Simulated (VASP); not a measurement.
# Zr2HS4 in VASP: notebook

The runs below take Zr2HS4 through single point, with PBE+D3(BJ).

All numbers are computed with VASP 6.6.1; they aren't measurements. Logs are shortened: lines on timing, memory, paths and dates and some standing lists are left out, and cuts for length are marked.

## Step 1: The cell of the first run

The cell holds a slab with vacuum, 14 atoms: a = 7.298 Å, b = 7.298 Å, c = 20.917 Å, α = 90.00°, β = 90.00°, γ = 120.00°.

## Step 2: Single point, PBE+D3(BJ)

Contents of INCAR:

```
PREC     = Accurate       # precision mode
ENCUT    = 400            # plane-wave cutoff, eV
EDIFF    = 1E-6           # SCF threshold, eV
ISMEAR   = 0              # smearing method
SIGMA    = 0.05           # smearing width, eV
LREAL    = False          # projectors in reciprocal space
LASPH    = True           # aspherical terms in the spheres
NELM     = 120            # most SCF steps
ALGO     = Normal         # electronic algorithm
ISIF     = 2              # what is computed and relaxed
LWAVE    = False          # write WAVECAR
LCHARG   = False          # write CHGCAR
LDIPOL   = True         
IDIPOL   = 3            
DIPOL    = 0.5 0.5 0.278
GGA      = PE             # functional
IVDW     = 12             # dispersion correction
NBANDS   = 62             # bands
GGA_COMPAT= False        
NELMDL   = -8
```

Contents of KPOINTS:

```
regular mesh
0
Gamma
  6 6 1
```

Contents of POSCAR:

```
Zr2HS4
1.0
    7.2976778227      0.0000000000      0.0000000000
   -3.6488389114      6.3199743831      0.0000000000
    0.0000000000      0.0000000000     20.9171506047
S Zr H
8 4 2
Direct
    0.3333333333      0.1666666667      0.1912306354
    0.3333333333      0.6666666667      0.1912306354
    0.8333333333      0.1666666667      0.1912306354
    0.8333333333      0.6666666667      0.1912306354
    0.1666666667      0.3333333333      0.3306927762
    0.1666666667      0.8333333333      0.3306927762
    0.6666666667      0.3333333333      0.3306927762
    0.6666666667      0.8333333333      0.3306927762
    0.0000000000      0.0000000000      0.2609617058
    0.0000000000      0.5000000000      0.2609617058
    0.5000000000      0.0000000000      0.2609617058
    0.5000000000      0.5000000000      0.2609617058
    0.2449231649      0.7550768351      0.3828031244
    0.4217435018      0.5782564982      0.3828031244
```

Potentials or basis: VASP PAW PBE potentials, release 64 (S, Zr_sv, H).

Started as:

```
> cat potpaw_PBE.64/S/POTCAR potpaw_PBE.64/Zr_sv/POTCAR potpaw_PBE.64/H/POTCAR > POTCAR
> mpirun -np 1 vasp_std > vasp.out
```

OUTCAR:

```text
PREC = Accurate
   ENCUT = 400
   EDIFF = 1E-6
   ISMEAR = 0
   LREAL = False
   LASPH = True
   NELM = 120
   ISIF = 2
   GGA = PE
   IVDW = 12
   NELMDL = -8
 IVDW          = 12

 ion  position               nearest neighbor table
   1  0.333  0.167  0.191-   9 2.56  12 2.56  11 2.56
   2  0.333  0.667  0.191-  10 2.56  11 2.56  12 2.56
   3  0.833  0.167  0.191-  11 2.56  10 2.56   9 2.56
   4  0.833  0.667  0.191-  12 2.56   9 2.56  10 2.56
   5  0.167  0.333  0.331-  12 2.56   9 2.56  10 2.56
   6  0.167  0.833  0.331-  13 1.47  11 2.56  10 2.56   9 2.56
   7  0.667  0.333  0.331-  10 2.56  11 2.56  12 2.56
   8  0.667  0.833  0.331-   9 2.56  12 2.56  11 2.56
   9  0.000  0.000  0.261-   1 2.56   8 2.56   5 2.56   4 2.56   6 2.56   3 2.56  12 3.65  12 3.65
                            11 3.65  11 3.65  10 3.65  10 3.65
  10  0.000  0.500  0.261-   2 2.56   7 2.56   6 2.56   3 2.56   4 2.56   5 2.56  11 3.65  11 3.65
                            12 3.65  12 3.65   9 3.65   9 3.65
  11  0.500  0.000  0.261-   3 2.56   6 2.56   2 2.56   7 2.56   1 2.56   8 2.56  10 3.65  10 3.65
                             9 3.65   9 3.65  12 3.65  12 3.65
  12  0.500  0.500  0.261-   4 2.56   5 2.56   1 2.56   8 2.56   7 2.56   2 2.56   9 3.65   9 3.65
                            10 3.65  10 3.65  11 3.65  11 3.65
  13  0.245  0.755  0.383-   6 1.47
  14  0.422  0.578  0.383-

  LATTYP: Found a hexagonal cell.
 ALAT       =     7.2976778227
 C/A-ratio  =     2.8662748771

  Lattice vectors:

 A1 = (   7.2976778227,   0.0000000000,   0.0000000000)
 A2 = (  -3.6488389114,   6.3199743831,   0.0000000000)
 A3 = (   0.0000000000,   0.0000000000,  20.9171506047)

Analysis of symmetry for initial positions (statically):
=====================================================================
 Subroutine PRICEL returns:
 Original cell was already a primitive cell.

 Routine SETGRP: Setting up the symmetry group for a
 hexagonal supercell.

 Subroutine GETGRP returns: Found  2 space group operations
 (whereof  2 operations were pure point group operations)
 out of a pool of 24 trial point group operations.

The static configuration has the point symmetry C_1h.

Analysis of symmetry for dynamics (positions and initial velocities):
=====================================================================
 Subroutine PRICEL returns:
 Original cell was already a primitive cell.

 Routine SETGRP: Setting up the symmetry group for a
 hexagonal supercell.
[... 136 lines left out ...]
     AMIX     =   0.40;   BMIX     =  1.00
     AMIX_MAG =   1.60;   BMIX_MAG =  1.00
  volume/ion in A,a.u.               =      68.91       465.02
  Fermi-wavevector in a.u.,A,eV,Ry     =   0.763864  1.443494  7.938838  0.583488
  Thomas-Fermi vector in A             =   1.863639
   LORBIT       =      0    0 simple, 1 ext, 2 COOP (PROOUT), +10 PAW based schemes
   GGA     = PE    functional components
   LHFCALC =     F    Hartree Fock is set to
   AEXX    =    0.0000 exact exchange contribution
   IVDW    =    12    specifies the selected vdW correction
   LEPSILON=     F    determine dielectric tensor
   LRPA    =     F    only Hartree local field effects (RPA)
 non-spin polarized calculation
 Gauss-broadening in eV      SIGMA  =   0.05
  energy-cutoff  :      400.00
  volume of cell :      964.72
 maximum number of plane-waves:     17598
   NGX = 23   NGY = 23   NGZ = 69

 number of electron      98.0000015 magnetization

 dipolmoment           0.000000      0.000000     -0.152498 electrons x Angstroem

 Free energy of the ion-electron system (eV)
  ---------------------------------------------------
  ext. energy  EPLUGINS =         0.00000000
  ---------------------------------------------------
  free energy    TOTEN  =       -89.11661641 eV

  energy without entropy =      -89.11393095  energy(sigma->0) =      -89.11527368

 E-fermi :  -2.0604     XC(G=0):  -3.2484

 val. band max:       -2.1143234496   @ k =  -0.3333   0.3333   0.0000
 cond. band min:      -2.0322212519   @ k =   0.0000   0.0000   0.0000
 fundamental gap:      0.0821021977
 Fermi energy:        -2.0603930963

 k-point     1 :       0.0000    0.0000    0.0000
  band No.  band energies     occupation
      1     -51.9109      2.00000
      2     -51.8291      2.00000
      3     -51.6874      2.00000
      4     -51.6776      2.00000
      5     -30.0807      2.00000
      6     -30.0337      2.00000
[... 821 lines left out ...]
     60       0.4842      0.00000
     61       0.5345      0.00000
 [bands above 61 left out]

------------------------ aborting loop because EDIFF is reached ----------------------------------------

 vacuum level on the upper side and lower side of the slab       (xc-potential included)        -0.391         0.194

 Edisp (eV)   -3.13855

 E8    (eV) :    -1.3963

  FORCE on cell =-STRESS in cart. coord.  units (eV):
  Direction    XX          YY          ZZ          XY          YZ          ZX
  --------------------------------------------------------------------------------------
  -------------------------------------------------------------------------------------
  Total      -2.61458    -1.05872     1.53962     1.34741     0.43628    -0.75566
  in kB      -4.34220    -1.75828     2.55695     2.23774     0.72455    -1.25497
  external pressure =       -1.18 kB  Pullay stress =        0.00 kB

 VOLUME and BASIS-vectors are now :
 -----------------------------------------------------------------------------
  energy-cutoff  :      400.00
  volume of cell :      964.72
      direct lattice vectors                 reciprocal lattice vectors
     7.297677823  0.000000000  0.000000000     0.137029891  0.079114245  0.000000000
    -3.648838911  6.319974383  0.000000000     0.000000000  0.158228489  0.000000000
     0.000000000  0.000000000 20.917150605     0.000000000  0.000000000  0.047807659

 POSITION                                       TOTAL-FORCE (eV/Angst)
 -----------------------------------------------------------------------------------
      1.82442      1.05333      4.00000        -0.177704      0.125958      0.131345
     -0.00000      4.21332      4.00000        -0.049087      0.028340      0.094977
      5.47326      1.05333      4.00000         0.141734     -0.081830     -0.116253
      3.64884      4.21332      4.00000        -0.197935      0.090917      0.131345
      0.00000      2.10666      6.91715        -0.264813      0.404952      0.523278
     -1.82442      5.26665      6.91715         1.352100     -0.780635      1.889574
      3.64884      2.10666      6.91715         0.002609     -0.001507      0.263170
      1.82442      5.26665      6.91715        -0.483105      0.026858      0.523278
      0.00000      0.00000      5.45858        -0.750482      0.433291     -0.662381
     -1.82442      3.15999      5.45858         0.256082     -0.762455     -0.683013
      3.64884      0.00000      5.45858         0.788347      0.159454     -0.683013
      1.82442      3.15999      5.45858         0.189825     -0.109596     -0.433748
     -0.96778      4.77207      8.00715        -0.583937      0.337136     -0.421254
      0.96778      3.65457      8.00715        -0.223634      0.129115     -0.557308
 -----------------------------------------------------------------------------------
    total drift:                               -0.000014      0.000009      0.000732

  FREE ENERGIE OF THE ION-ELECTRON SYSTEM (eV)
  ---------------------------------------------------
  free  energy   TOTEN  =       -92.2551698836 eV

  energy  without entropy=      -92.2524844309  energy(sigma->0) =      -92.25382716

 vacuum level on the upper side and lower side of the slab         2.713         3.316
```

OSZICAR:

```text
N       E                     dE             d eps       ncg     rms          rms(c)
DAV:   1     0.809988519515E+03    0.80999E+03   -0.36694E+04  1964   0.100E+03
DAV:   2     0.174049608927E+02   -0.79258E+03   -0.77614E+03  2270   0.272E+02
DAV:   3    -0.888622738571E+02   -0.10627E+03   -0.10553E+03  2088   0.919E+01
[... 22 lines left out ...]
DAV:  26    -0.891165959849E+02   -0.11678E-04   -0.47028E-07  1216   0.139E-03    0.494E-04
DAV:  27    -0.891166039938E+02   -0.80089E-05   -0.21751E-07  1104   0.886E-04    0.347E-04
DAV:  28    -0.891166104201E+02   -0.64263E-05   -0.20481E-07  1140   0.735E-04    0.381E-04
DAV:  29    -0.891166136746E+02   -0.32545E-05   -0.82784E-08  1014   0.536E-04    0.269E-04
DAV:  30    -0.891166161929E+02   -0.25183E-05   -0.95831E-08  1094   0.491E-04    0.183E-04
DAV:  31    -0.891166164063E+02   -0.21336E-06   -0.15456E-08   806   0.277E-04
   1 F= -.92255170E+02 E0= -.92253827E+02  d E =-.268545E-02
```

stdout:

```text
POSCAR found type information on POSCAR S ZrH
 POSCAR found :  3 types and      14 ions
 scaLAPACK will be used
 LDA part: xc-table for (Slater+PW92), standard interpolation
 POSCAR, INCAR and KPOINTS ok, starting setup
 FFT: planning ... GRIDC
 FFT: planning ... GRID_SOFT
 FFT: planning ... GRID
 WAVECAR not read
 entering main loop
```

Wall time 20 min (1 thread of Intel Xeon Platinum 8488C (Sapphire Rapids), shared host); peak memory 0.9 GiB.

Results:

```yaml
Free_energy: -92.2552 eV
Largest_force: 2.451 eV/Å
Band_gap_on_the_k_mesh: 0.08 eV (least direct gap 0.25 eV)
Dispersion_energy_per_atom: -0.224 eV
```

Forces on the atoms (eV/Å):
```
S   -0.178  0.126  0.131
S   -0.049  0.028  0.095
S    0.142 -0.082 -0.116
S   -0.198  0.091  0.131
S   -0.265  0.405  0.523
S    1.352 -0.781  1.890
S    0.003 -0.002  0.263
S   -0.483  0.027  0.523
Zr  -0.750  0.433 -0.662
Zr   0.256 -0.762 -0.683
Zr   0.788  0.159 -0.683
Zr   0.190 -0.110 -0.434
H   -0.584  0.337 -0.421
H   -0.224  0.129 -0.557
```

Caveat: semilocal functionals underestimate gaps, and a narrow one can read as zero.

## Step 3: Single point, PBE+D3(BJ)

Contents of INCAR:

```
ALGO     = Normal         # electronic algorithm
DIPOL    = 0.5 0.5 0.283
EDIFF    = 1E-6           # SCF threshold, eV
ENCUT    = 400            # plane-wave cutoff, eV
GGA      = PE             # functional
GGA_COMPAT= F            
IDIPOL   = 3            
ISIF     = 2              # what is computed and relaxed
ISMEAR   = 0              # smearing method
IVDW     = 12             # dispersion correction
LASPH    = T              # aspherical terms in the spheres
LCHARG   = F              # write CHGCAR
LDIPOL   = T            
LREAL    = F              # projectors in reciprocal space
LWAVE    = F              # write WAVECAR
NBANDS   = 62             # bands
NELM     = 120            # most SCF steps
NELMDL   = -8           
PREC     = Accurate       # precision mode
SIGMA    = 0.05           # smearing width, eV
```

Contents of KPOINTS:

```
k-points
0
Gamma
  6 6 1
```

Edit POSCAR of step 2 so:

```diff
@@ -20,3 +20,3 @@
     0.5000000000      0.5000000000      0.2609617058
-    0.2449231649      0.7550768351      0.3828031244
-    0.4217435018      0.5782564982      0.3828031244
+    0.2741954354      0.7258045646      0.4134000260
+    0.3924712313      0.6075287687      0.4134000260
```

Potentials or basis: VASP PAW PBE potentials, release 64 (S, Zr_sv, H).

Started as:

```
> cat potpaw_PBE.64/S/POTCAR potpaw_PBE.64/Zr_sv/POTCAR potpaw_PBE.64/H/POTCAR > POTCAR
> mpirun -np 1 vasp_std > vasp.out
```

OUTCAR:

```text
EDIFF = 1E-6
   ENCUT = 400
   GGA = PE
   ISIF = 2
   ISMEAR = 0
   IVDW = 12
   LASPH = T
   LREAL = F
   NELM = 120
   NELMDL = -8
   PREC = Accurate
 IVDW          = 12

 ion  position               nearest neighbor table
   1  0.333  0.167  0.191-   9 2.56  12 2.56  11 2.56
   2  0.333  0.667  0.191-  10 2.56  11 2.56  12 2.56
   3  0.833  0.167  0.191-  11 2.56  10 2.56   9 2.56
   4  0.833  0.667  0.191-  12 2.56   9 2.56  10 2.56
   5  0.167  0.333  0.331-  12 2.56   9 2.56  10 2.56
   6  0.167  0.833  0.331-  11 2.56  10 2.56   9 2.56
   7  0.667  0.333  0.331-  10 2.56  11 2.56  12 2.56
   8  0.667  0.833  0.331-   9 2.56  12 2.56  11 2.56
   9  0.000  0.000  0.261-   1 2.56   8 2.56   5 2.56   4 2.56   6 2.56   3 2.56  12 3.65  12 3.65
                            11 3.65  11 3.65  10 3.65  10 3.65
  10  0.000  0.500  0.261-   2 2.56   7 2.56   6 2.56   3 2.56   4 2.56   5 2.56  11 3.65  11 3.65
                            12 3.65  12 3.65   9 3.65   9 3.65
  11  0.500  0.000  0.261-   3 2.56   6 2.56   2 2.56   7 2.56   1 2.56   8 2.56  10 3.65  10 3.65
                             9 3.65   9 3.65  12 3.65  12 3.65
[... 1053 lines left out ...]
  FORCE on cell =-STRESS in cart. coord.  units (eV):
  Direction    XX          YY          ZZ          XY          YZ          ZX
  --------------------------------------------------------------------------------------
  -------------------------------------------------------------------------------------
  Total      -4.53012    -1.70660     0.10948     2.44524     0.31823    -0.55119
  in kB      -7.52346    -2.83426     0.18182     4.06097     0.52850    -0.91539
  external pressure =       -3.39 kB  Pullay stress =        0.00 kB

 VOLUME and BASIS-vectors are now :
 -----------------------------------------------------------------------------
  energy-cutoff  :      400.00
  volume of cell :      964.72
      direct lattice vectors                 reciprocal lattice vectors
     7.297677823  0.000000000  0.000000000     0.137029891  0.079114245  0.000000000
    -3.648838911  6.319974383  0.000000000     0.000000000  0.158228489  0.000000000
     0.000000000  0.000000000 20.917150605     0.000000000  0.000000000  0.047807659

 POSITION                                       TOTAL-FORCE (eV/Angst)
 -----------------------------------------------------------------------------------
      1.82442      1.05333      4.00000        -0.008250      0.007694     -0.024743
     -0.00000      4.21332      4.00000        -0.021546      0.012440      0.042274
      5.47326      1.05333      4.00000         0.017531     -0.010122     -0.051137
      3.64884      4.21332      4.00000        -0.010788      0.003298     -0.024743
      0.00000      2.10666      6.91715        -0.034521      0.014600     -0.022371
     -1.82442      5.26665      6.91715         0.247861     -0.143103      0.387733
      3.64884      2.10666      6.91715        -0.002681      0.001548      0.052150
      1.82442      5.26665      6.91715        -0.029904      0.022596     -0.022371
      0.00000      0.00000      5.45858        -0.148249      0.085592     -0.062374
     -1.82442      3.15999      5.45858         0.096780     -0.111221     -0.043659
      3.64884      0.00000      5.45858         0.144710     -0.028203     -0.043659
      1.82442      3.15999      5.45858         0.015206     -0.008779     -0.101350
     -0.64735      4.58707      8.64715         2.753507     -1.589738     -0.149663
      0.64735      3.83957      8.64715        -3.019656      1.743399      0.063911
 -----------------------------------------------------------------------------------
    total drift:                                0.000002     -0.000001      0.000692

  FREE ENERGIE OF THE ION-ELECTRON SYSTEM (eV)
  ---------------------------------------------------
  free  energy   TOTEN  =       -92.7659099259 eV

  energy  without entropy=      -92.7659099259  energy(sigma->0) =      -92.76590993

 vacuum level on the upper side and lower side of the slab         3.142         3.015
```

OSZICAR:

```text
N       E                     dE             d eps       ncg     rms          rms(c)
DAV:   1     0.804004964139E+03    0.80400E+03   -0.36646E+04  1964   0.100E+03
DAV:   2     0.160440366517E+02   -0.78796E+03   -0.77198E+03  2290   0.271E+02
DAV:   3    -0.899723609728E+02   -0.10602E+03   -0.10526E+03  2042   0.916E+01
[... 22 lines left out ...]
DAV:  26    -0.896304043810E+02   -0.68308E-05   -0.26904E-07  1156   0.101E-03    0.907E-04
DAV:  27    -0.896304062770E+02   -0.18961E-05   -0.56714E-08   902   0.672E-04    0.398E-04
DAV:  28    -0.896304106271E+02   -0.43501E-05   -0.11867E-07  1086   0.614E-04    0.452E-04
DAV:  29    -0.896304123785E+02   -0.17514E-05   -0.58333E-08  1004   0.436E-04    0.244E-04
DAV:  30    -0.896304130552E+02   -0.67670E-06   -0.21653E-08   818   0.321E-04
   1 F= -.92765910E+02 E0= -.92765910E+02  d E =-.457979E-27
```

Wall time 21 min (1 thread of Intel Xeon Platinum 8488C (Sapphire Rapids), shared host); peak memory 0.88 GiB.

Results:

```yaml
Free_energy: -92.7659 eV
Largest_force: 3.487 eV/Å
Band_gap_on_the_k_mesh: 1.04 eV
Dispersion_energy_per_atom: -0.224 eV
```

Forces on the atoms (eV/Å):
```
S   -0.008  0.008 -0.025
S   -0.022  0.012  0.042
S    0.018 -0.010 -0.051
S   -0.011  0.003 -0.025
S   -0.035  0.015 -0.022
S    0.248 -0.143  0.388
S   -0.003  0.002  0.052
S   -0.030  0.023 -0.022
Zr  -0.148  0.086 -0.062
Zr   0.097 -0.111 -0.044
Zr   0.145 -0.028 -0.044
Zr   0.015 -0.009 -0.101
H    2.754 -1.590 -0.150
H   -3.020  1.743  0.064
```

## Step 4: Single point, PBE+D3(BJ)

Contents of INCAR:

```
  PREC = Accurate
  ENCUT = 400
  EDIFF = 1E-6
  ISMEAR = 0
  SIGMA = 0.05
  LREAL = False
  LASPH = True
  NELM = 120
  ALGO = Normal
  ISIF = 2
  LWAVE = False
  LCHARG = True
  LDIPOL = True
  IDIPOL = 3
  DIPOL = 0.5 0.5 0.276
  GGA = PE
  IVDW = 12
  LELF = True
  LVHAR = True
  LVACPOTAV = True
  NBANDS = 62
  GGA_COMPAT = False
  NELMDL = -8
```

Contents of KPOINTS:

```
regular mesh
0
Gamma
  6 6 1
```

Edit POSCAR of step 3 so:

```diff
@@ -20,3 +20,3 @@
     0.5000000000      0.5000000000      0.2609617058
-    0.2741954354      0.7258045646      0.4134000260
-    0.3924712313      0.6075287687      0.4134000260
+    0.3036654916      0.6963345084      0.3675046736
+    0.3630011751      0.6369988249      0.3675046736
```

Started as:

```
> cat potpaw_PBE.64/S/POTCAR potpaw_PBE.64/Zr_sv/POTCAR potpaw_PBE.64/H/POTCAR > POTCAR
> mpirun -np 1 vasp_std > vasp.out
```

Run time: 13 min. Hardware: 1 thread of AMD EPYC 9R45 (Zen 5), shared host; peak memory 0.88 GiB.

The run converged. Its results:

```yaml
Free_energy: -94.0081 eV
Largest_force: 1.214 eV/Å
Band_gap_on_the_k_mesh: 0.95 eV (least direct gap 0.96 eV)
Dispersion_energy_per_atom: -0.223 eV
```

Forces in eV/Å, atoms in the order of the input:
```
S   -0.005  0.000  0.018
S   -0.006  0.003  0.030
S    0.019 -0.011  0.020
S   -0.003  0.005  0.018
S   -0.068 -0.662 -0.409
S   -0.565  0.326 -0.367
S   -0.003  0.002  0.051
S    0.539  0.390 -0.409
Zr  -0.073  0.042 -0.257
Zr  -0.206 -0.207 -0.370
Zr   0.076  0.282 -0.370
Zr   0.225 -0.130 -0.370
H    0.005 -0.003  1.214
H    0.065 -0.037  1.199
```

Levels at points of the mesh, in eV from the valence-band top:
```tsv
k point	band 46	band 47	band 48	band 49	band 50	band 51	band 52	band 53
(0.00, 0.00, 0.00)	-1.08	-0.20	-0.19	-0.01	0.95	0.96	0.96	1.55
(0.50, 0.00, 0.00)	-0.99	-0.93	-0.67	-0.36	1.32	1.36	2.13	2.16
(0.50, 0.50, 0.00)	-1.01	-0.89	-0.67	-0.44	1.32	1.35	2.14	2.15
```

## Step 5: Summary

```csv
cell,gap on the mesh (eV),largest force (eV/Å)
"as given, atomic positions A",0.08,2.45
"as given, atomic positions B",1.04,3.49
"as given, atomic positions C",0.95,1.21
```

Alike in all rows: task single point; level PBE+D3(BJ); potentials or basis VASP PAW PBE potentials, release 64 (S, Zr_sv, H); no spin polarisation; k mesh 6 × 6 × 1; cutoff (eV) 400; smearing gaussian 0.05 eV.

Caveats: semilocal functionals underestimate gaps, and a narrow one can read as zero (at least some runs).

Absolute energies hang on the potentials; compare differences alone.
